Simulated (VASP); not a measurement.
# Pt (P4/nmm) in VASP: a series of runs

The runs below take Pt through single point, with PBE.

Program: VASP 6.6.1. These are calculated values, not measurements. Logs are shortened: lines on timing, memory, paths and dates and some standing lists are left out, and cuts for length are marked.

**1. The cell of the first run**

It takes space group P4/nmm (No. 129, tetragonal). The conventional cell has a = 2.769 Å, b = 2.769 Å, c = 3.916 Å, α = 90.00°, β = 90.00°, γ = 90.00°. Pt (site symmetry 4mm) has 12 Pt at 2.50 to 3.06 Å within 3.3 Å.

**2. Single point, PBE (mode 6 (200.8 1/cm) frozen in, largest displacement -0.200 Å)**

File INCAR:

```
ALGO = Fast
EDIFF = 1E-7
ENCUT = 520
GGA = PE
ISIF = 2
ISMEAR = 0
LASPH = T
LCHARG = T
LELF = T
LREAL = F
LVHAR = T
LWAVE = F
NBANDS = 17
NELM = 100
PREC = Accurate
SIGMA = 0.15
```

File KPOINTS:

```
k-points
0
Gamma
  18 18 12
```

File POSCAR:

```
Pt
1.0
    0.0000000000     -1.9579000000     -1.9579000000
    0.0000000000      1.9579000000     -1.9579000000
    3.9158000000      0.0000000000      0.0000000000
Pt
2
Direct
    0.5000000000      0.5000000000      0.4489248685
    0.0000000000      0.0000000000      0.0510751315
```

Potentials or basis: VASP PAW PBE potentials, release 64 (Pt).

Run with:

```sh
$ cat potpaw_PBE.64/Pt/POTCAR > POTCAR
$ mpirun -np 1 vasp_std > vasp.out
```

OUTCAR:

```text
EDIFF = 1E-7
   ENCUT = 520
   GGA = PE
   ISIF = 2
   ISMEAR = 0
   LASPH = T
   LREAL = F
   NELM = 100
   PREC = Accurate

 ion  position               nearest neighbor table
   1  0.500  0.500  0.449-   2 2.50   2 2.50   2 2.50   2 2.50   2 3.06   2 3.06   2 3.06   2 3.06

   2  0.000  0.000  0.051-   1 2.50   1 2.50   1 2.50   1 2.50   1 3.06   1 3.06   1 3.06   1 3.06

  LATTYP: Found a simple tetragonal cell.
 ALAT       =     2.7688887338
 C/A-ratio  =     1.4142135624

  Lattice vectors:

 A1 = (   0.0000000000,  -1.9579000000,  -1.9579000000)
 A2 = (   0.0000000000,   1.9579000000,  -1.9579000000)
 A3 = (   3.9158000000,   0.0000000000,   0.0000000000)

Analysis of symmetry for initial positions (statically):
=====================================================================
 Subroutine PRICEL returns:
 Original cell was already a primitive cell.

 Routine SETGRP: Setting up the symmetry group for a
 simple tetragonal supercell.

 Subroutine GETGRP returns: Found 16 space group operations
 (whereof  8 operations were pure point group operations)
 out of a pool of 16 trial point group operations.

The static configuration has the point symmetry C_4v.
 The point group associated with its full space group is D_4h.

Analysis of symmetry for dynamics (positions and initial velocities):
=====================================================================
 Subroutine PRICEL returns:
 Original cell was already a primitive cell.

 Routine SETGRP: Setting up the symmetry group for a
 simple tetragonal supercell.

 Subroutine GETGRP returns: Found 16 space group operations
 (whereof  8 operations were pure point group operations)
 out of a pool of 16 trial point group operations.

The dynamic configuration has the point symmetry C_4v.
 The point group associated with its full space group is D_4h.

 Subroutine INISYM returns: Found 16 space group operations
 (whereof  8 operations are pure point group operations),
 and found     1 'primitive' translations

----------------------------------------------------------------------------------------

                                     Primitive cell

  volume of cell :      30.0214

  direct lattice vectors                    reciprocal lattice vectors
     0.000000000 -1.957900000 -1.957900000     0.000000000 -0.255375658 -0.255375658
     0.000000000  1.957900000 -1.957900000     0.000000000  0.255375658 -0.255375658
     3.915800000  0.000000000  0.000000000     0.255375658  0.000000000  0.000000000

  length of vectors
     2.768888734  2.768888734  3.915800000     0.361155718  0.361155718  0.255375658

  position of ions in fractional coordinates (direct lattice)
     0.500000000  0.500000000  0.448924869
     0.000000000  0.000000000  0.051075131

  ion indices of the primitive-cell ions
   primitive index   ion index
                 1           1
                 2           2

----------------------------------------------------------------------------------------

 KPOINTS: k-points

Automatic generation of k-mesh.
 Grid dimensions read from file:
 generate k-points for:   18   18   12

 Generating k-lattice:

  Cartesian coordinates                     Fractional coordinates (reciprocal lattice)
     0.000000000 -0.014187537 -0.014187537     0.055555556  0.000000000  0.000000000
     0.000000000  0.014187537 -0.014187537     0.000000000  0.055555556  0.000000000
     0.021281305  0.000000000  0.000000000     0.000000000  0.000000000  0.083333333

  Length of vectors
     0.020064207  0.020064207  0.021281305

  Shift w.r.t. Gamma in fractional coordinates (k-lattice)
     0.000000000  0.000000000  0.000000000

 Subroutine IBZKPT returns following result:
 ===========================================

 Found    385 irreducible k-points:

 Following reciprocal coordinates:
            Coordinates               Weight
  0.000000  0.000000  0.000000      1.000000
  0.055556  0.000000  0.000000      4.000000
  0.111111  0.000000  0.000000      4.000000
  0.166667  0.000000  0.000000      4.000000
  0.222222  0.000000  0.000000      4.000000
  0.277778  0.000000  0.000000      4.000000
[... 16 lines left out ...]
  0.277778  0.111111  0.000000      8.000000
  0.333333  0.111111  0.000000      8.000000
 [... further k-points ...]
   k-points           NKPTS =    385   k-points in BZ     NKDIM =    385   number of bands    NBANDS=     17
   number of dos      NEDOS =    301   number of ions     NIONS =      2
   total plane-waves  NPLWV =  17280
   dimension x,y,z NGX =    24 NGY =   24 NGZ =   30
   dimension x,y,z NGXF=    48 NGYF=   48 NGZF=   60
   ions per type =               2
   NGX,Y,Z   is equivalent  to a cutoff of  14.41, 14.41, 12.74 a.u.
   NGXF,Y,Z  is equivalent  to a cutoff of  28.82, 28.82, 25.47 a.u.
 SYSTEM =  unknown system
   PREC   = accura    normal or accurate (medium, high low for compatibility)
   ISTART =      0    job   : 0-new  1-cont  2-samecut
   ICHARG =      2    charge: 1-file 2-atom 10-const
   ISPIN  =      1    spin polarized calculation?
   LNONCOLLINEAR =      F non collinear calculations
   LSORBIT =      F    spin-orbit coupling
   LASPH  =      T    aspherical Exc in radial PAW
   ENCUT  =  520.0 eV  38.22 Ry    6.18 a.u.   5.15  5.15  7.28*2*pi/ulx,y,z
   NELM   =    100;   NELMIN=  2; NELMDL= -5     # of ELM steps
   EDIFF  = 0.1E-06   stopping-criterion for ELM
   LREAL  =      F    real-space projection
   EDIFFG = 0.1E-05   stopping-criterion for IOM
   NSW    =      0    number of steps for IOM
   IBRION =     -1    ionic relax: 0-MD 1-quasi-New 2-CG
   NFREE  =      0    steps in history (QN), initial steepest desc. (CG)
   ISIF   =      2    stress and relaxation
   ISYM   =      2    0-nonsym 1-usesym 2-fastsym
   POTIM  = 0.5000    time-step for ionic-motion
   TEBEG  =    0.0;   TEEND  =   0.0 temperature during run
   PSTRESS=    0.0 pullay stress
   NELECT =      20.0000    total number of electrons
   NUPDOWN=      -1.0000    fix difference up-down
   EMIN   =  10.00;   EMAX   =-10.00  energy-range for DOS
   EFERMI =   0.00;   METHOD = LEGACY
   ISMEAR =     0;   SIGMA  =   0.15  broadening in eV -4-tet -1-fermi 0-gaus
   EFERMI_NEDOS =   21; number of points for ismear=-14 and -15
   IALGO  =     68    algorithm
   IMIX   =      4    mixing-type and parameters
     AMIX     =   0.40;   BMIX     =  1.00
     AMIX_MAG =   1.60;   BMIX_MAG =  1.00
  volume/ion in A,a.u.               =      15.01       101.30
  Fermi-wavevector in a.u.,A,eV,Ry     =   1.429797  2.701924 27.814648  2.044319
  Thomas-Fermi vector in A             =   2.549712
   LORBIT       =      0    0 simple, 1 ext, 2 COOP (PROOUT), +10 PAW based schemes
   GGA     = PE    functional components
   LHFCALC =     F    Hartree Fock is set to
   AEXX    =    0.0000 exact exchange contribution
   IVDW    =     0    specifies the selected vdW correction
   LEPSILON=     F    determine dielectric tensor
   LRPA    =     F    only Hartree local field effects (RPA)
 non-spin polarized calculation
 RMM-DIIS sequential band-by-band and
 Gauss-broadening in eV      SIGMA  =   0.15
  energy-cutoff  :      520.00
  volume of cell :       30.02
 maximum number of plane-waves:       830
 NGX is ok and might be reduce to    24
   NGX = 11   NGY = 11   NGZ = 15

 number of electron      19.9999998 magnetization

 Free energy of the ion-electron system (eV)
  ---------------------------------------------------
  ext. energy  EPLUGINS =         0.00000000
  ---------------------------------------------------
  free energy    TOTEN  =       -10.97188437 eV

  energy without entropy =      -10.92992268  energy(sigma->0) =      -10.95090352

 E-fermi :  11.5783     XC(G=0): -13.4351

 val. band max:       11.5770805373   @ k =   0.3333   0.0556   0.0833
 cond. band min:      11.5795799086   @ k =   0.4444   0.2222   0.1667
 fundamental gap:      0.0024993713
 Fermi energy:        11.5783108544

 k-point     1 :       0.0000    0.0000    0.0000
  band No.  band energies     occupation
      1       1.0136      2.00000
      2       3.9912      2.00000
      3       4.0003      2.00000
      4       7.3014      2.00000
      5       7.3014      2.00000
      6       7.8807      2.00000
[... 9 lines left out ...]
     16      26.4640      0.00000
     17      30.5438      0.00000

 k-point     2 :       0.0556    0.0000    0.0000
  band No.  band energies     occupation
      1       1.0982      2.00000
      2       4.0160      2.00000
      3       4.0819      2.00000
      4       7.2807      2.00000
      5       7.3126      2.00000
      6       7.9084      2.00000
[... 9 lines left out ...]
     16      26.6368      0.00000
     17      30.9114      0.00000

 k-point     3 :       0.1111    0.0000    0.0000
  band No.  band energies     occupation
      1       1.3469      2.00000
      2       4.0737      2.00000
      3       4.3329      2.00000
      4       7.2279      2.00000
      5       7.3429      2.00000
      6       7.9527      2.00000
[... 9 lines left out ...]
     16      27.0516      0.00000
     17      30.0644      0.00000

 k-point     4 :       0.1667    0.0000    0.0000
  band No.  band energies     occupation
      1       1.7449      2.00000
      2       4.1606      2.00000
      3       4.7253      2.00000
      4       7.1691      2.00000
      5       7.3829      2.00000
      6       7.8759      2.00000
[... 9 lines left out ...]
     16      27.6018      0.00000
     17      29.1628      0.00000
[... 343 lines left out ...]
      1       2.5745      2.00000
      2       4.5795      2.00000
      3       5.2691      2.00000
      4       6.8598      2.00000
      5       7.1061      2.00000
      6       7.5539      2.00000
[... 9 lines left out ...]
     16      28.5531      0.00000
     17      28.8861      0.00000

 k-point    23 :       0.2778    0.1111    0.0000
  band No.  band energies     occupation
      1       3.1592      2.00000
      2       4.6647      2.00000
      3       5.7399      2.00000
      4       6.6460      2.00000
      5       6.8675      2.00000
      6       7.5767      2.00000
[... 9 lines left out ...]
     16      27.8120      0.00000
     17      29.1152      0.00000

 k-point    24 :       0.3333    0.1111    0.0000
  band No.  band energies     occupation
      1       3.7659      2.00000
      2       4.7354      2.00000
      3       6.0867      2.00000
      4       6.2451      2.00000
      5       6.9305      2.00000
      6       7.6875      2.00000
[... 9 lines left out ...]
     16      27.0518      0.00000
     17      28.6548      0.00000

 [... further k-points ...]

------------------------ aborting loop because EDIFF is reached ----------------------------------------

  FORCE on cell =-STRESS in cart. coord.  units (eV):
  Direction    XX          YY          ZZ          XY          YZ          ZX
  --------------------------------------------------------------------------------------
  -------------------------------------------------------------------------------------
  Total        6.2529828      7.5779217      7.5779217      0.0000000      0.0000000      0.0000000
  in kB      333.7077619    404.4167988    404.4167988      0.0000000      0.0000000      0.0000000
  external PRESSURE =     380.8471198 kB  Pullay stress =       0.0000000 kB

 VOLUME and BASIS-vectors are now :
 -----------------------------------------------------------------------------
  energy-cutoff  :      520.00
  volume of cell :       30.02
      direct lattice vectors                 reciprocal lattice vectors
     0.000000000 -1.957900000 -1.957900000     0.000000000 -0.255375658 -0.255375658
     0.000000000  1.957900000 -1.957900000     0.000000000  0.255375658 -0.255375658
     3.915800000  0.000000000  0.000000000     0.255375658  0.000000000  0.000000000

 POSITION                                       TOTAL-FORCE (eV/Angst)
 -----------------------------------------------------------------------------------
      1.75790      0.00000     -1.95790         6.274389      0.000000      0.000000
      0.20000      0.00000      0.00000        -6.274389     -0.000000     -0.000000
 -----------------------------------------------------------------------------------
    total drift:                                0.000000     -0.000000      0.000000

  FREE ENERGIE OF THE ION-ELECTRON SYSTEM (eV)
  ---------------------------------------------------
  free  energy   TOTEN  =       -10.9718843663 eV

  energy  without entropy=      -10.9299226825  energy(sigma->0) =      -10.95090352
```

Run time: 2.2 min. Hardware: 1 thread of Intel Xeon Platinum 8375C at 2.90GHz (Ice Lake), shared host; peak memory 0.28 GiB.

Results:

```yaml
Free_energy: -10.9719 eV
Pressure: 38.1 GPa
Largest_force: 6.274 eV/Å
Band_gap_on_the_k_mesh: zero (band 10 reaches 11.97 eV, above the bottom of band 11 at 10.41 eV)
```

Forces on the atoms (eV/Å):
```
Pt   6.274  0.000  0.000
Pt  -6.274  0.000  0.000
```

Caveat: the cell differs from its parent crystal (mode 6 (200.8 1/cm) frozen in, largest displacement -0.200 Å); spin-orbit coupling is left out, which moves the levels of the heavy elements; forces of over 1 eV/Å act on the atoms, so gaps and moduli don't describe the material at rest.

(Continued in part 2 of 3.)
